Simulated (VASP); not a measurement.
# Rh (I4/mmm) in VASP: further runs, part 2 of 2

VASP 6.6.1.

## 4. Single point, PBEsol (strain +0.015 along x and y, -0.015 along z)

INCAR

```
SYSTEM = Rh
PREC = Accurate
ENCUT = 520
EDIFF = 1E-6
ISMEAR = 0
SIGMA = 0.15
LREAL = .False.
LASPH = .True.
NELM = 60
ALGO = Fast
ISIF = 2
LWAVE = .False.
LCHARG = .False.
GGA = PS
NBANDS = 14
```

KPOINTS

```
Automatic mesh
0
Gamma
  22 22 22
  0 0 0
```

POSCAR

```
Rh
1.0
    0.0000000000      1.9300732500      1.8730267500
    1.9300732500      0.0000000000      1.8730267500
    1.9300732500      1.9300732500      0.0000000000
Rh
1
Direct
    0.0000000000      0.0000000000      0.0000000000
```

Potentials or basis: VASP PAW PBE potentials, release 64 (Rh_pv).

On the command line:

```bash
cat potpaw_PBE.64/Rh_pv/POTCAR > POTCAR
mpirun -np 1 vasp_std > vasp.out
```

OUTCAR:

```text
SYSTEM = Rh
   PREC = Accurate
   ENCUT = 520
   EDIFF = 1E-6
   ISMEAR = 0
   LREAL = .False.
   LASPH = .True.
   NELM = 60
   ISIF = 2
   GGA = PS

 ion  position               nearest neighbor table
   1  0.000  0.000  0.000-

  LATTYP: Found a body centered tetragonal cell.
 ALAT       =     2.7295357665
 C/A-ratio  =     1.3724141467

  Lattice vectors:

 A1 = (   0.0000000000,  -1.9300732500,  -1.8730267500)
 A2 = (   0.0000000000,   1.9300732500,  -1.8730267500)
 A3 = (   1.9300732500,   0.0000000000,   1.8730267500)

Analysis of symmetry for initial positions (statically):
=====================================================================
 Subroutine PRICEL returns:
 Original cell was already a primitive cell.

 Routine SETGRP: Setting up the symmetry group for a
 body centered tetragonal supercell.

 Subroutine GETGRP returns: Found 16 space group operations
 (whereof 16 operations were pure point group operations)
 out of a pool of 16 trial point group operations.

The static configuration has the point symmetry D_4h.

Analysis of symmetry for dynamics (positions and initial velocities):
=====================================================================
 Subroutine PRICEL returns:
 Original cell was already a primitive cell.

 Routine SETGRP: Setting up the symmetry group for a
 body centered tetragonal supercell.

 Subroutine GETGRP returns: Found 16 space group operations
 (whereof 16 operations were pure point group operations)
 out of a pool of 16 trial point group operations.

The dynamic configuration has the point symmetry D_4h.

 Subroutine INISYM returns: Found 16 space group operations
 (whereof 16 operations are pure point group operations),
 and found     1 'primitive' translations

----------------------------------------------------------------------------------------

                                     Primitive cell

  volume of cell :      13.9547

  direct lattice vectors                    reciprocal lattice vectors
[... 110 lines left out ...]
   GGA     = PS    functional components
   LHFCALC =     F    Hartree Fock is set to
   AEXX    =    0.0000 exact exchange contribution
   IVDW    =     0    specifies the selected vdW correction
   LEPSILON=     F    determine dielectric tensor
   LRPA    =     F    only Hartree local field effects (RPA)
 non-spin polarized calculation
 RMM-DIIS sequential band-by-band and
 Gauss-broadening in eV      SIGMA  =   0.15
  energy-cutoff  :      520.00
  volume of cell :       13.95
 maximum number of plane-waves:       387
   NGX =  9   NGY =  9   NGZ = 11

 number of electron      15.0000002 magnetization

 Free energy of the ion-electron system (eV)
  ---------------------------------------------------
  ext. energy  EPLUGINS =         0.00000000
  ---------------------------------------------------
  free energy    TOTEN  =        -8.12652809 eV

  energy without entropy =       -8.11119444  energy(sigma->0) =       -8.11886127

 E-fermi :  11.4782     XC(G=0): -14.1225

 val. band max:       11.4773012224   @ k =  -0.2727   0.1364   0.0909
 cond. band min:      11.4793856462   @ k =   0.3182  -0.0000   0.1818
 fundamental gap:      0.0020844239
 Fermi energy:        11.4782292315

 k-point     1 :       0.0000    0.0000    0.0000
  band No.  band energies     occupation
      1     -34.8309      2.00000
      2     -34.8309      2.00000
      3     -34.8139      2.00000
      4       3.5398      2.00000
      5       8.3596      2.00000
      6       8.3596      2.00000
      7       8.6696      2.00000
      8      10.3272      2.00000
      9      10.7042      2.00000
     10      27.4435      0.00000
     11      31.8935      0.00000
     12      32.4911      0.00000
     13      32.4911      0.00000
     14      33.4187      0.00000
[... 377 lines left out ...]
      1     -35.5137      2.00000
      2     -34.9432      2.00000
      3     -34.9130      2.00000
      4       5.5117      2.00000
      5       8.2860      2.00000
      6       8.5110      2.00000
      7      11.1765      1.99555
      8      12.0310      0.00000
      9      12.8645      0.00000
     10      20.1150      0.00000
     11      27.0691      0.00000
     12      31.8946      0.00000
     13      32.4144      0.00000
     14      32.5018      0.00000

 [... further k-points ...]
[... 5 lines left out ...]
  --------------------------------------------------------------------------------------
  -------------------------------------------------------------------------------------
  Total       -0.9728159     -0.9728159     -0.3723078      0.0000000      0.0000000      0.0000000
  in kB     -111.6913898   -111.6913898    -42.7455798      0.0000000      0.0000000      0.0000000
  external PRESSURE =     -88.7094531 kB  Pullay stress =       0.0000000 kB

 VOLUME and BASIS-vectors are now :
 -----------------------------------------------------------------------------
  energy-cutoff  :      520.00
  volume of cell :       13.95
      direct lattice vectors                 reciprocal lattice vectors
     0.000000000  1.930073250  1.873026750    -0.259057525  0.259057525  0.266947602
     1.930073250  0.000000000  1.873026750     0.259057525 -0.259057525  0.266947602
     1.930073250  1.930073250  0.000000000     0.259057525  0.259057525 -0.266947602

 POSITION                                       TOTAL-FORCE (eV/Angst)
 -----------------------------------------------------------------------------------
      0.00000      0.00000      0.00000         0.000000      0.000000      0.000000
 -----------------------------------------------------------------------------------
    total drift:                                0.000000     -0.000000      0.000000

  FREE ENERGIE OF THE ION-ELECTRON SYSTEM (eV)
  ---------------------------------------------------
  free  energy   TOTEN  =        -8.1265280944 eV

  energy  without entropy=       -8.1111944367  energy(sigma->0) =       -8.11886127
```

OSZICAR:

```text
N       E                     dE             d eps       ncg     rms          rms(c)
DAV:   1     0.118678684683E+03    0.11868E+03   -0.87769E+03 23502   0.115E+03
DAV:   2    -0.718800769349E+01   -0.12587E+03   -0.12024E+03 25818   0.339E+02
DAV:   3    -0.875849016647E+01   -0.15705E+01   -0.15678E+01 27930   0.416E+01
DAV:   4    -0.876428394845E+01   -0.57938E-02   -0.57934E-02 27030   0.260E+00
DAV:   5    -0.876433487661E+01   -0.50928E-04   -0.50929E-04 27582   0.215E-01    0.106E+01
RMM:   6    -0.814930256917E+01    0.61503E+00   -0.10137E+00 25059   0.977E+00    0.327E+00
RMM:   7    -0.813106991802E+01    0.18233E-01   -0.34945E-02 25891   0.200E+00    0.150E+00
RMM:   8    -0.812693226577E+01    0.41377E-02   -0.73565E-03 27673   0.988E-01    0.250E-01
RMM:   9    -0.812651912401E+01    0.41314E-03   -0.86279E-04 28634   0.324E-01    0.109E-02
RMM:  10    -0.812652893869E+01   -0.98147E-05   -0.96481E-05 28490   0.123E-01    0.102E-02
RMM:  11    -0.812652809439E+01    0.84430E-06   -0.38309E-06 25526   0.240E-02
   1 F= -.81265281E+01 E0= -.81188613E+01  d E =-.153337E-01
```

Run time: 2.1 min. Hardware: 1 thread of Intel Xeon 8259CL, shared host; peak memory 0.25 GiB.

Results:

```
Free energy            : -8.1265 eV
Pressure               : -8.9 GPa
Band gap on the k mesh : zero (an odd number of electrons rules out a gap without spin polarisation)
```

Stress tensor (GPa, compression positive):
```
-11.17   0.00   0.00
  0.00 -11.17   0.00
  0.00   0.00  -4.27
```

Caveat: the cell differs from its parent crystal (strain +0.015 along x and y, -0.015 along z); the cell stands under tension; the PAW data sets were made with another functional, which shifts forces and pressure a little.

## 5. Single point, PBEsol (strain +0.000 along x and y, +0.030 along z)

INCAR

```
PREC = Accurate ; ENCUT = 520
EDIFF = 1E-6 ; ISMEAR = 0
SIGMA = 0.15 ; LREAL = F
LASPH = T ; NELM = 80
ALGO = Fast ; ISIF = 2
LWAVE = F ; LCHARG = F
GGA = PS ; NBANDS = 14
```

KPOINTS

```
Automatic mesh
0
Gamma
  22 22 22
```

POSCAR

```
Rh
1.0
    0.0000000000      1.9015500000      1.9585965000
    1.9015500000      0.0000000000      1.9585965000
    1.9015500000      1.9015500000      0.0000000000
Rh
1
Direct
    0.0000000000      0.0000000000      0.0000000000
```

On the command line:

```bash
cat potpaw_PBE.64/Rh_pv/POTCAR > POTCAR
mpirun -np 1 vasp_std > vasp.out
```

Wall time 2.2 min (1 thread of Intel Xeon 8259CL, shared host); peak memory 0.25 GiB.

Results (log left out):

```yaml
Free_energy: -8.1128 eV
Pressure: -12.4 GPa
Band_gap_on_the_k_mesh: zero (an odd number of electrons rules out a gap without spin polarisation)
```

Stress tensor (GPa, compression positive):
```
-10.14   0.00   0.00
  0.00 -10.14   0.00
  0.00   0.00 -16.94
```

Levels at points of the mesh, in eV from the Fermi level:
```tsv
k point	band 4	band 5	band 6	band 7	band 8	band 9	band 10	band 11
(0.00, 0.00, 0.00)	-7.83	-3.16	-2.84	-2.84	-1.13	-0.75	15.97	20.46
(0.50, 0.00, 0.00)	-5.91	-3.17	-2.86	0.48	0.63	0.69	8.30	15.43
(0.50, 0.50, 0.00)	-6.06	-5.70	0.55	0.92	0.92	2.75	11.32	13.42
(0.50, 0.00, 0.50)	-6.07	-5.71	0.52	0.81	1.09	3.36	12.13	12.75
```

Caveat: the cell differs from its parent crystal (strain +0.000 along x and y, +0.030 along z); the cell stands under tension; the PAW data sets were made with another functional, which shifts forces and pressure a little.

## 6. Single point, PBEsol (strain +0.015 along x and y, +0.000 along z)

INCAR

```
  PREC = Accurate
  ENCUT = 520
  EDIFF = 1E-6
  ISMEAR = 0
  SIGMA = 0.15
  LREAL = False
  LASPH = True
  NELM = 60
  ALGO = Fast
  ISIF = 2
  LWAVE = False
  LCHARG = False
  GGA = PS
  NBANDS = 14
```

KPOINTS is that of step 5.

POSCAR

```
Rh
1.0
    0.0000000000      1.9300732500      1.9015500000
    1.9300732500      0.0000000000      1.9015500000
    1.9300732500      1.9300732500      0.0000000000
Rh
1
Direct
    0.0000000000      0.0000000000      0.0000000000
```

Potentials or basis: VASP PAW PBE potentials, release 64 (Rh_pv).

On the command line:

```bash
cat potpaw_PBE.64/Rh_pv/POTCAR > POTCAR
mpirun -np 1 vasp_std > vasp.out
```

Wall time 1.7 min (1 thread of Intel Xeon 8259CL, shared host); peak memory 0.25 GiB.

The run converged. Its results:

* Free energy: -8.1170 eV
* Pressure: -12.6 GPa
* Band gap on the k mesh: zero (an odd number of electrons rules out a gap without spin polarisation)

Stress tensor (GPa, compression positive):
```
-13.67   0.00   0.00
  0.00 -13.67   0.00
  0.00   0.00 -10.34
```

Levels at points of the mesh, in eV from the Fermi level:
```
           k point  band 3  band 4  band 5  band 6  band 7  band 8  band 9  band 10  band 11  band 12
(0.00, 0.00, 0.00)  -46.27   -7.83   -3.00   -3.00   -2.85   -1.03   -0.85    15.96    20.46    21.09
(0.50, 0.00, 0.00)  -46.36   -5.91   -3.10   -2.93    0.51    0.59    0.69     8.29    15.44    20.46
(0.50, 0.50, 0.00)  -46.54   -6.06   -5.72    0.52    0.95    0.95    3.36    12.13    12.88    12.88
(0.50, 0.00, 0.50)  -46.51   -6.06   -5.70    0.53    0.87    1.00    3.05    11.72    13.08    13.23
```

Caveat: the cell differs from its parent crystal (strain +0.015 along x and y, +0.000 along z); the cell stands under tension; the PAW data sets were made with another functional, which shifts forces and pressure a little.

## 7. Overview

```csv
cell,gap on the mesh (eV),pressure (GPa)
"a = 2.670, b = 2.670, c = 2.730 Å, angles 59.3, 59.3, 61.5°, 1 atom",none,-4.7
"a = 2.709, b = 2.709, c = 2.689 Å, angles 60.2, 60.2, 59.5°, 1 atom",none,-9.0
"a = 2.690, b = 2.690, c = 2.730 Å, angles 59.5, 59.5, 61.0°, 1 atom",none,-8.9
"a = 2.730, b = 2.730, c = 2.689 Å, angles 60.5, 60.5, 59.0°, 1 atom",none,-12.4
"a = 2.709, b = 2.709, c = 2.730 Å, angles 59.8, 59.8, 60.5°, 1 atom",none,-12.6
```

Alike in all rows: task single point; level PBEsol; potentials or basis VASP PAW PBE potentials, release 64 (Rh_pv); no spin polarisation; k mesh 22 × 22 × 22; cutoff (eV) 520; smearing gaussian 0.15 eV.

Caveats: the cell stands under tension; the PAW data sets were made with another functional, which shifts forces and pressure a little.

Absolute energies hang on the potentials; compare differences alone.
